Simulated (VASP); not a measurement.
Wanted: the native input for a VASP 6.6.1 run.

| Item | Value |
| --- | --- |
| Task | single point |
| Functional | HSE06 |
| Potentials or basis | VASP PAW PBE potentials, release 64 (K_sv, I) |
| Cutoff | 520 eV |
| k mesh | 4 × 4 × 4 |
| Occupations | methfessel-paxton, width 0.2 eV |
| Spin | no spin polarisation |
| Dipole correction | no |
| Grid for exact exchange (PRECFOCK) | Normal |
| Further INCAR settings | ALGO = Normal; EDIFF = 1e-06; NBANDS = 15 |
| Share of exact exchange | 0.25 |
| Screening parameter | 0.2079 1/Å |

Crystal: KI.

```
CELL_PARAMETERS angstrom
0.00000 3.54428 3.54428
3.54428 0.00000 3.54428
3.54428 3.54428 0.00000
ATOMIC_POSITIONS crystal
K 0.00000 0.00000 0.00000
I 0.50000 0.50000 0.50000
```

One way to write it, as run:

POSCAR

```
KI
1.0
    0.0000000000      3.5442842980      3.5442842980
    3.5442842980      0.0000000000      3.5442842980
    3.5442842980      3.5442842980      0.0000000000
K I
1 1
Direct
    0.0000000000      0.0000000000      0.0000000000
    0.5000000000      0.5000000000      0.5000000000
```

INCAR.step1

```
SYSTEM = KI
ALGO = Normal
EDIFF = 1E-5
ENCUT = 520
GGA = PE
ISIF = 2
ISMEAR = 1
LASPH = .TRUE.
LCHARG = .FALSE.
LREAL = .FALSE.
LWAVE = .TRUE.
NBANDS = 15
NELM = 60
PREC = Accurate
SIGMA = 0.2
```

INCAR.step2

```
SYSTEM = KI
ALGO = Normal
EDIFF = 1E-6
ENCUT = 520
GGA = PE
HFSCREEN = 0.2079
ISIF = 2
ISMEAR = 1
ISTART = 1
LASPH = .TRUE.
LCHARG = .FALSE.
LHFCALC = .TRUE.
LREAL = .FALSE.
LWAVE = .FALSE.
NBANDS = 15
NELM = 60
PREC = Accurate
PRECFOCK = Normal
SIGMA = 0.2
```

KPOINTS

```
k-points
0
G
  4 4 4
  0 0 0
```

Potentials or basis: VASP PAW PBE potentials, release 64 (K_sv, I).

Command:

```bash
$ cat potpaw_PBE.64/K_sv/POTCAR potpaw_PBE.64/I/POTCAR > POTCAR
$ cp INCAR.step1 INCAR
$ mpirun -np 1 vasp_std > vasp.out
$ cp INCAR.step2 INCAR
$ mpirun -np 1 vasp_std > vasp.out
```

It gave:

```json
{
  "Pressure": "0.2 GPa",
  "Band gap on the k mesh": "4.92 eV"
}
```

Caveat: the PAW data sets were made with another functional, which shifts forces and pressure a little; spin-orbit coupling is left out, which moves the levels of the heavy elements.

Run time: 21 min on 1 thread of AMD EPYC 7R43 64-Core Processor (Zen 3), on a shared host, peak memory 0.31 GiB.
